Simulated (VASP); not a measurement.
# KZnF3 (P4/mmm) in VASP: a series of runs

The runs below take KZnF3 through single point, with PBE.

Everything below comes from runs of VASP 6.6.1. Logs are shortened: lines on timing, memory, paths and dates and some standing lists are left out, and cuts for length are marked.

## 1. The cell of the first run

It takes space group P4/mmm (No. 123, tetragonal). The conventional cell has a = 3.848 Å, b = 3.848 Å, c = 4.050 Å, α = 90.00°, β = 90.00°, γ = 90.00°. K (site symmetry 4/mmm) has 12 F at 2.72 to 2.79 Å and 8 Zn at 3.39 Å within 3.6 Å. Zn (site symmetry 4/mmm) has 6 F at 1.92 to 2.02 Å within 2.6 Å. Within 2.7 Å of F (site symmetry 4/mmm) lie 2 Zn at 2.02 Å. Within 2.6 Å of F (site symmetry mmm) lie 2 Zn at 1.92 Å.

## 2. Single point, PBE (strain -0.050 along x and y, +0.000 along z)

Contents of INCAR:

```
ALGO = Normal
EDIFF = 1E-7
ENCUT = 520
GGA = PE
ISIF = 2
ISMEAR = 0
LASPH = True
LCHARG = False
LREAL = False
LWAVE = False
NBANDS = 29
NELM = 60
PREC = Accurate
SIGMA = 0.05
```

Contents of KPOINTS:

```
k-points
0
Gamma
  6 6 6
```

Contents of POSCAR:

```
KZnF3
1.0
    3.8475000000      0.0000000000      0.0000000000
    0.0000000000      3.8475000000      0.0000000000
    0.0000000000      0.0000000000      4.0500000000
K Zn F
1 1 3
Direct
    0.0000000000      0.0000000000      0.0000000000
    0.5000000000      0.5000000000      0.5000000000
    0.5000000000      0.5000000000      0.0000000000
    0.0000000000      0.5000000000      0.5000000000
    0.5000000000      0.0000000000      0.5000000000
```

Potentials or basis: VASP PAW PBE potentials, release 64 (K_sv, Zn, F).

Run with:

```
cat potpaw_PBE.64/K_sv/POTCAR potpaw_PBE.64/Zn/POTCAR potpaw_PBE.64/F/POTCAR > POTCAR
mpirun -np 1 vasp_std > vasp.out
```

OUTCAR:

```text
EDIFF = 1E-7
   ENCUT = 520
   GGA = PE
   ISIF = 2
   ISMEAR = 0
   LASPH = True
   LREAL = False
   NELM = 60
   PREC = Accurate

 ion  position               nearest neighbor table
   1  0.000  0.000  0.000-   3 2.72   3 2.72   3 2.72   3 2.72   5 2.79   4 2.79   4 2.79   4 2.79
                             5 2.79   5 2.79   5 2.79   4 2.79   2 3.39   2 3.39   2 3.39   2 3.39
   2  0.500  0.500  0.500-   4 1.92   5 1.92   5 1.92   4 1.92   3 2.02   3 2.02   1 3.39   1 3.39
                             1 3.39   1 3.39   1 3.39   1 3.39   1 3.39   1 3.39
   3  0.500  0.500  0.000-   2 2.02   2 2.02   1 2.72   1 2.72   1 2.72   1 2.72
   4  0.000  0.500  0.500-   2 1.92   2 1.92   1 2.79   1 2.79   1 2.79   1 2.79
   5  0.500  0.000  0.500-   2 1.92   2 1.92   1 2.79   1 2.79   1 2.79   1 2.79

  LATTYP: Found a simple tetragonal cell.
 ALAT       =     3.8475000000
 C/A-ratio  =     1.0526315789

  Lattice vectors:

 A1 = (   3.8475000000,   0.0000000000,   0.0000000000)
 A2 = (   0.0000000000,   3.8475000000,   0.0000000000)
 A3 = (   0.0000000000,   0.0000000000,   4.0500000000)

Analysis of symmetry for initial positions (statically):
=====================================================================
 Subroutine PRICEL returns:
 Original cell was already a primitive cell.

 Routine SETGRP: Setting up the symmetry group for a
 simple tetragonal supercell.

 Subroutine GETGRP returns: Found 16 space group operations
 (whereof 16 operations were pure point group operations)
 out of a pool of 16 trial point group operations.

The static configuration has the point symmetry D_4h.

Analysis of symmetry for dynamics (positions and initial velocities):
=====================================================================
 Subroutine PRICEL returns:
 Original cell was already a primitive cell.

 Routine SETGRP: Setting up the symmetry group for a
 simple tetragonal supercell.

 Subroutine GETGRP returns: Found 16 space group operations
 (whereof 16 operations were pure point group operations)
 out of a pool of 16 trial point group operations.

The dynamic configuration has the point symmetry D_4h.

 Subroutine INISYM returns: Found 16 space group operations
 (whereof 16 operations are pure point group operations),
 and found     1 'primitive' translations

----------------------------------------------------------------------------------------

                                     Primitive cell

  volume of cell :      59.9532

  direct lattice vectors                    reciprocal lattice vectors
     3.847500000  0.000000000  0.000000000     0.259909032  0.000000000  0.000000000
     0.000000000  3.847500000  0.000000000     0.000000000  0.259909032  0.000000000
     0.000000000  0.000000000  4.050000000     0.000000000  0.000000000  0.246913580

  length of vectors
     3.847500000  3.847500000  4.050000000     0.259909032  0.259909032  0.246913580

  position of ions in fractional coordinates (direct lattice)
     0.000000000  0.000000000  0.000000000
     0.500000000  0.500000000  0.500000000
     0.500000000  0.500000000  0.000000000
     0.000000000  0.500000000  0.500000000
     0.500000000  0.000000000  0.500000000

  ion indices of the primitive-cell ions
   primitive index   ion index
                 1           1
                 2           2
                 3           3
                 4           4
                 5           5

----------------------------------------------------------------------------------------

 KPOINTS: k-points

Automatic generation of k-mesh.
 Grid dimensions read from file:
 generate k-points for:    6    6    6

 Generating k-lattice:

  Cartesian coordinates                     Fractional coordinates (reciprocal lattice)
     0.043318172  0.000000000  0.000000000     0.166666667  0.000000000  0.000000000
     0.000000000  0.043318172  0.000000000     0.000000000  0.166666667  0.000000000
     0.000000000  0.000000000  0.041152263     0.000000000  0.000000000  0.166666667

  Length of vectors
     0.043318172  0.043318172  0.041152263

  Shift w.r.t. Gamma in fractional coordinates (k-lattice)
     0.000000000  0.000000000  0.000000000

 Subroutine IBZKPT returns following result:
 ===========================================

 Found     40 irreducible k-points:

 Following reciprocal coordinates:
            Coordinates               Weight
  0.000000  0.000000  0.000000      1.000000
  0.166667  0.000000  0.000000      4.000000
  0.333333  0.000000  0.000000      4.000000
  0.500000  0.000000  0.000000      2.000000
  0.166667  0.166667  0.000000      4.000000
  0.333333  0.166667  0.000000      8.000000
[... 16 lines left out ...]
  0.333333  0.000000  0.333333      8.000000
  0.500000  0.000000  0.333333      4.000000
 [... further k-points ...]
   k-points           NKPTS =     40   k-points in BZ     NKDIM =     40   number of bands    NBANDS=     29
   number of dos      NEDOS =    301   number of ions     NIONS =      5
   total plane-waves  NPLWV =  27000
   dimension x,y,z NGX =    30 NGY =   30 NGZ =   30
   dimension x,y,z NGXF=    60 NGYF=   60 NGZF=   60
   ions per type =               1   1   3
   NGX,Y,Z   is equivalent  to a cutoff of  12.96, 12.96, 12.31 a.u.
   NGXF,Y,Z  is equivalent  to a cutoff of  25.93, 25.93, 24.63 a.u.
 SYSTEM =  unknown system
   PREC   = accura    normal or accurate (medium, high low for compatibility)
   ISTART =      0    job   : 0-new  1-cont  2-samecut
   ICHARG =      2    charge: 1-file 2-atom 10-const
   ISPIN  =      1    spin polarized calculation?
   LNONCOLLINEAR =      F non collinear calculations
   LSORBIT =      F    spin-orbit coupling
   LASPH  =      T    aspherical Exc in radial PAW
   ENCUT  =  520.0 eV  38.22 Ry    6.18 a.u.   7.15  7.15  7.53*2*pi/ulx,y,z
   NELM   =     60;   NELMIN=  2; NELMDL= -5     # of ELM steps
   EDIFF  = 0.1E-06   stopping-criterion for ELM
   LREAL  =      F    real-space projection
   EDIFFG = 0.1E-05   stopping-criterion for IOM
   NSW    =      0    number of steps for IOM
   IBRION =     -1    ionic relax: 0-MD 1-quasi-New 2-CG
   NFREE  =      0    steps in history (QN), initial steepest desc. (CG)
   ISIF   =      2    stress and relaxation
   ISYM   =      2    0-nonsym 1-usesym 2-fastsym
   POTIM  = 0.5000    time-step for ionic-motion
   TEBEG  =    0.0;   TEEND  =   0.0 temperature during run
   PSTRESS=    0.0 pullay stress
   NELECT =      42.0000    total number of electrons
   NUPDOWN=      -1.0000    fix difference up-down
   EMIN   =  10.00;   EMAX   =-10.00  energy-range for DOS
   EFERMI =   0.00;   METHOD = LEGACY
   ISMEAR =     0;   SIGMA  =   0.05  broadening in eV -4-tet -1-fermi 0-gaus
   EFERMI_NEDOS =   21; number of points for ismear=-14 and -15
   IALGO  =     38    algorithm
   IMIX   =      4    mixing-type and parameters
     AMIX     =   0.40;   BMIX     =  1.00
     AMIX_MAG =   1.60;   BMIX_MAG =  1.00
  volume/ion in A,a.u.               =      11.99        80.92
  Fermi-wavevector in a.u.,A,eV,Ry     =   1.453965  2.747595 28.762894  2.114013
  Thomas-Fermi vector in A             =   2.571170
   LORBIT       =      0    0 simple, 1 ext, 2 COOP (PROOUT), +10 PAW based schemes
   GGA     = PE    functional components
   LHFCALC =     F    Hartree Fock is set to
   AEXX    =    0.0000 exact exchange contribution
   IVDW    =     0    specifies the selected vdW correction
   LEPSILON=     F    determine dielectric tensor
   LRPA    =     F    only Hartree local field effects (RPA)
 non-spin polarized calculation
 Gauss-broadening in eV      SIGMA  =   0.05
  energy-cutoff  :      520.00
  volume of cell :       59.95
 maximum number of plane-waves:      1640
 NGX is ok and might be reduce to    30
   NGX = 15   NGY = 15   NGZ = 15

 number of electron      42.0000018 magnetization

 Free energy of the ion-electron system (eV)
  ---------------------------------------------------
  ext. energy  EPLUGINS =         0.00000000
  ---------------------------------------------------
  free energy    TOTEN  =       -19.78236456 eV

  energy without entropy =      -19.78236456  energy(sigma->0) =      -19.78236456

 E-fermi :   0.8705     XC(G=0): -10.4204

 val. band max:        0.5851349148   @ k =   0.5000   0.5000   0.5000
 cond. band min:       4.4623526296   @ k =   0.0000   0.0000   0.0000
 fundamental gap:      3.8772177148
 Fermi energy:         0.8705460144

 k-point     1 :       0.0000    0.0000    0.0000
  band No.  band energies     occupation
      1     -27.1389      2.00000
      2     -22.2370      2.00000
      3     -21.5212      2.00000
      4     -21.2081      2.00000
      5     -10.6845      2.00000
      6     -10.6171      2.00000
[... 21 lines left out ...]
     28      11.3071      0.00000
     29      14.5109      0.00000

 k-point     2 :       0.1667    0.0000    0.0000
  band No.  band energies     occupation
      1     -27.1274      2.00000
      2     -22.1893      2.00000
      3     -21.5525      2.00000
      4     -21.2197      2.00000
      5     -10.6642      2.00000
      6     -10.6150      2.00000
[... 21 lines left out ...]
     28      11.3882      0.00000
     29      14.7209      0.00000

 k-point     3 :       0.3333    0.0000    0.0000
  band No.  band energies     occupation
      1     -27.1043      2.00000
      2     -22.0729      2.00000
      3     -21.6411      2.00000
      4     -21.2371      2.00000
      5     -10.6228      2.00000
      6     -10.6106      2.00000
[... 21 lines left out ...]
     28      11.5358      0.00000
     29      14.5373      0.00000

 k-point     4 :       0.5000    0.0000    0.0000
  band No.  band energies     occupation
      1     -27.0926      2.00000
      2     -21.9878      2.00000
      3     -21.7146      2.00000
      4     -21.2433      2.00000
      5     -10.6082      2.00000
      6     -10.6017      2.00000
[... 21 lines left out ...]
     28      13.0259      0.00000
     29      13.2280      0.00000

 k-point     5 :       0.1667    0.1667    0.0000
  band No.  band energies     occupation
      1     -27.1169      2.00000
      2     -22.1417      2.00000
      3     -21.5762      2.00000
      4     -21.2329      2.00000
      5     -10.6486      2.00000
      6     -10.6444      2.00000
[... 21 lines left out ...]
     28      11.4036      0.00000
     29      14.7043      0.00000
[... 510 lines left out ...]
     28      11.4887      0.00000
     29      13.7586      0.00000

 k-point    22 :       0.1667    0.0000    0.3333
  band No.  band energies     occupation
      1     -27.1044      2.00000
      2     -22.1472      2.00000
      3     -21.5459      2.00000
      4     -21.2706      2.00000
      5     -10.6509      2.00000
      6     -10.5857      2.00000
[... 21 lines left out ...]
     28      11.5643      0.00000
     29      13.4708      0.00000

 k-point    23 :       0.3333    0.0000    0.3333
  band No.  band energies     occupation
      1     -27.0860      2.00000
      2     -22.0065      2.00000
      3     -21.6372      2.00000
      4     -21.2876      2.00000
      5     -10.6863      2.00000
      6     -10.6302      2.00000
[... 21 lines left out ...]
     28      11.7337      0.00000
     29      12.9227      0.00000

 k-point    24 :       0.5000    0.0000    0.3333
  band No.  band energies     occupation
      1     -27.0767      2.00000
      2     -21.8839      2.00000
      3     -21.7357      2.00000
      4     -21.2949      2.00000
      5     -10.6843      2.00000
      6     -10.6715      2.00000
[... 21 lines left out ...]
     28      12.6272      0.00000
     29      12.9649      0.00000

 [... further k-points ...]

------------------------ aborting loop because EDIFF is reached ----------------------------------------

  FORCE on cell =-STRESS in cart. coord.  units (eV):
  Direction    XX          YY          ZZ          XY          YZ          ZX
  --------------------------------------------------------------------------------------
  -------------------------------------------------------------------------------------
  Total        7.4429602      7.4429602      4.6031030      0.0000000      0.0000000      0.0000000
  in kB      198.9042205    198.9042205    123.0124300      0.0000000      0.0000000      0.0000000
  external PRESSURE =     173.6069570 kB  Pullay stress =       0.0000000 kB

 VOLUME and BASIS-vectors are now :
 -----------------------------------------------------------------------------
  energy-cutoff  :      520.00
  volume of cell :       59.95
      direct lattice vectors                 reciprocal lattice vectors
     3.847500000  0.000000000  0.000000000     0.259909032  0.000000000  0.000000000
     0.000000000  3.847500000  0.000000000     0.000000000  0.259909032  0.000000000
     0.000000000  0.000000000  4.050000000     0.000000000  0.000000000  0.246913580

 POSITION                                       TOTAL-FORCE (eV/Angst)
 -----------------------------------------------------------------------------------
      0.00000      0.00000      0.00000         0.000000      0.000000      0.000000
      1.92375      1.92375      2.02500         0.000000      0.000000      0.000000
      1.92375      1.92375      0.00000         0.000000      0.000000      0.000000
      0.00000      1.92375      2.02500         0.000000      0.000000      0.000000
      1.92375      0.00000      2.02500         0.000000      0.000000      0.000000
 -----------------------------------------------------------------------------------
    total drift:                                0.000000      0.000000     -0.000000

  FREE ENERGIE OF THE ION-ELECTRON SYSTEM (eV)
  ---------------------------------------------------
  free  energy   TOTEN  =       -19.7823645583 eV

  energy  without entropy=      -19.7823645583  energy(sigma->0) =      -19.78236456
```

It took 35 s on 1 thread of Intel Xeon 6975P-C (Granite Rapids), shared host; peak memory 0.21 GiB.

What came out:

```
Free energy            : -19.7824 eV
Pressure               : 17.4 GPa
Band gap on the k mesh : 3.88 eV, indirect (least direct gap 6.53 eV)
```

Caveat: the cell differs from its parent crystal (strain -0.050 along x and y, +0.000 along z). A k mesh can miss the band edges.

## 3. Single point, PBE (strain -0.025 along x and y, -0.050 along z)

Contents of INCAR:

```
SYSTEM = KZnF3
ALGO     = Normal         ! electronic algorithm
EDIFF    = 1E-6           ! SCF threshold, eV
ENCUT    = 520            ! plane-wave cutoff, eV
GGA      = PE             ! functional
ISIF     = 2              ! what is computed and relaxed
ISMEAR   = 0              ! smearing method
LASPH    = .True.         ! aspherical terms in the spheres
LCHARG   = .True.         ! write CHGCAR
LELF     = .True.         ! ELF
LREAL    = .False.        ! projectors in reciprocal space
LVHAR    = .True.       
LWAVE    = .False.        ! write WAVECAR
NBANDS   = 29             ! bands
NELM     = 80             ! most SCF steps
PREC     = Accurate       ! precision mode
SIGMA    = 0.05           ! smearing width, eV
```

Contents of KPOINTS:

```
k-points
0
Gamma
  6 6 6
  0 0 0
```

POSCAR, as its differences from that of step 2:

```diff
@@ -2,5 +2,5 @@
 1.0
-    3.8475000000      0.0000000000      0.0000000000
-    0.0000000000      3.8475000000      0.0000000000
-    0.0000000000      0.0000000000      4.0500000000
+    3.9487500000      0.0000000000      0.0000000000
+    0.0000000000      3.9487500000      0.0000000000
+    0.0000000000      0.0000000000      3.8475000000
 K Zn F
```

Potentials or basis: VASP PAW PBE potentials, release 64 (K_sv, Zn, F).

Run with:

```
cat potpaw_PBE.64/K_sv/POTCAR potpaw_PBE.64/Zn/POTCAR potpaw_PBE.64/F/POTCAR > POTCAR
mpirun -np 1 vasp_std > vasp.out
```

It took 47 s on 1 thread of Intel Xeon 6975P-C (Granite Rapids), shared host; peak memory 0.21 GiB.

The run converged. Its results:

```yaml
Free_energy: -19.8226 eV
Pressure: 17.0 GPa
Band_gap_on_the_k_mesh: 3.97 eV, indirect (least direct gap 6.55 eV)
```

Stress tensor (GPa, compression positive):
```
15.65  0.00  0.00
 0.00 15.65  0.00
 0.00  0.00 19.73
```

Levels at points of the mesh, in eV from the valence-band top:
| k point | band 17 | band 18 | band 19 | band 20 | band 21 | band 22 | band 23 | band 24 | band 25 | band 26 |
| --- | --- | --- | --- | --- | --- | --- | --- | --- | --- | --- |
| (0.00, 0.00, 0.00) | -2.92 | -2.82 | -2.58 | -2.58 | -2.58 | 3.97 | 8.05 | 8.17 | 9.57 | 10.50 |
| (0.50, 0.00, 0.00) | -2.85 | -2.81 | -2.23 | -2.21 | -1.75 | 6.93 | 8.21 | 9.13 | 10.75 | 10.98 |
| (0.50, 0.50, 0.00) | -2.46 | -2.30 | -2.30 | -2.23 | -0.20 | 8.23 | 9.80 | 10.32 | 10.32 | 11.29 |
| (0.00, 0.00, 0.50) | -2.80 | -2.80 | -2.20 | -2.20 | -1.71 | 7.12 | 8.32 | 9.33 | 10.85 | 10.85 |
| (0.50, 0.00, 0.50) | -2.42 | -2.33 | -2.27 | -2.23 | -0.05 | 8.33 | 9.95 | 10.36 | 10.51 | 11.07 |
| (0.50, 0.50, 0.50) | -2.20 | -2.20 | -2.20 | -0.19 | 0.00 | 8.12 | 8.12 | 8.17 | 10.97 | 12.16 |

Caveat: the cell differs from its parent crystal (strain -0.025 along x and y, -0.050 along z). A k mesh can miss the band edges.

(Part 1 of 3 ends here.)
